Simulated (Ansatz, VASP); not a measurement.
**Two plane-wave programs on Mg2CdTe3**

The input INCAR:

```
PREC = Accurate
ENCUT = 520
EDIFF = 1E-7
ISMEAR = 0
SIGMA = 0.1
LREAL = F
LASPH = T
NELM = 60
ALGO = Normal
ISIF = 2
LWAVE = F
LCHARG = T
GGA = PE
LELF = T
LVHAR = T
NBANDS = 46
```

Contents of KPOINTS:

```
Automatic mesh
0
Gamma
  3 3 1
```

Contents of POSCAR:

```
Mg2CdTe3
1.0
    4.6332198300      0.0000000000      0.0000000000
   -2.3166099150      4.0124860741      0.0000000000
    0.0000000000      0.0000000000     22.6325776000
Mg Cd Te
4 2 6
Direct
    0.3333333333      0.6666666667      0.4996980000
    0.3333333333      0.6666666667      0.9996980000
    0.6666666667      0.3333333333      0.3346260000
    0.6666666667      0.3333333333      0.8346260000
    0.0000000000      0.0000000000      0.1660450000
    0.0000000000      0.0000000000      0.6660450000
    0.0000000000      0.0000000000      0.0395865000
    0.0000000000      0.0000000000      0.5395865000
    0.6666666667      0.3333333333      0.2100990000
    0.6666666667      0.3333333333      0.7100990000
    0.3333333333      0.6666666667      0.3749455000
    0.3333333333      0.6666666667      0.8749455000
```

Input for Ansatz:

```yaml
crystal:
  lattice:
    - [4.63321983, 0.0, 0.0]
    - [-2.316609915, 4.0124860741, 0.0]
    - [0.0, 0.0, 22.6325776]
  atoms:
    - { symbol: Mg, position: [0.3333333333, 0.6666666667, 0.499698] }
    - { symbol: Mg, position: [0.3333333333, 0.6666666667, 0.999698] }
    - { symbol: Mg, position: [0.6666666667, 0.3333333333, 0.334626] }
    - { symbol: Mg, position: [0.6666666667, 0.3333333333, 0.834626] }
    - { symbol: Cd, position: [0.0, 0.0, 0.166045] }
    - { symbol: Cd, position: [0.0, 0.0, 0.666045] }
    - { symbol: Te, position: [0.0, 0.0, 0.0395865] }
    - { symbol: Te, position: [0.0, 0.0, 0.5395865] }
    - { symbol: Te, position: [0.6666666667, 0.3333333333, 0.210099] }
    - { symbol: Te, position: [0.6666666667, 0.3333333333, 0.710099] }
    - { symbol: Te, position: [0.3333333333, 0.6666666667, 0.3749455] }
    - { symbol: Te, position: [0.3333333333, 0.6666666667, 0.8749455] }
basis:
  ecutwfc: 420
kpoints:
  mp_grid: { grid: [3, 3, 1] }
hamiltonian:
  xc: pbe
scf:
  occupations: { method: gaussian, width: 0.1 }
  lower_state_search: "off"
output:
  forces: true
  stress: true
  eigenvalues: true
```

Alike in both runs: task single point; functional PBE; k mesh 3 × 3 × 1; occupations gaussian, width 0.1 eV; no spin polarisation.

|  | VASP | Ansatz |
| --- | --- | --- |
| version | VASP 6.6.1 | Ansatz 0.2.0 |
| potentials or method | VASP PAW PBE potentials, release 64 (Mg, Cd, Te), cutoff 520 eV | scalar-relativistic, plane waves, PAW |
| valence electrons in the cell | 68 | 176 |

|  | VASP | Ansatz | Ansatz less VASP |
| --- | --- | --- | --- |
| gap on the k mesh at the Fermi level (eV) | 1.43 | 1.44 | +0.005 |
| least direct gap on the mesh (eV) | 1.43 | 1.44 | +0.005 |
| pressure (GPa) | 0.3 | 0.3 | -0.03 |
| traceless stress, the component that is largest in VASP (GPa) | -0.54 | -0.54 | +0.004 |
| rms of the force components (eV/Å) | 0.025 | 0.021 | -0.0041 |

Atom by atom the forces differ by 0.005 eV/Å (rms over components). VASP's potentials hold 68 valence electrons a cell and Ansatz's 176, so a difference there can come from the potentials and not from the codes.

The k mesh is coarse, so the values compare programs but aren't converged. Spin-orbit coupling is off throughout.
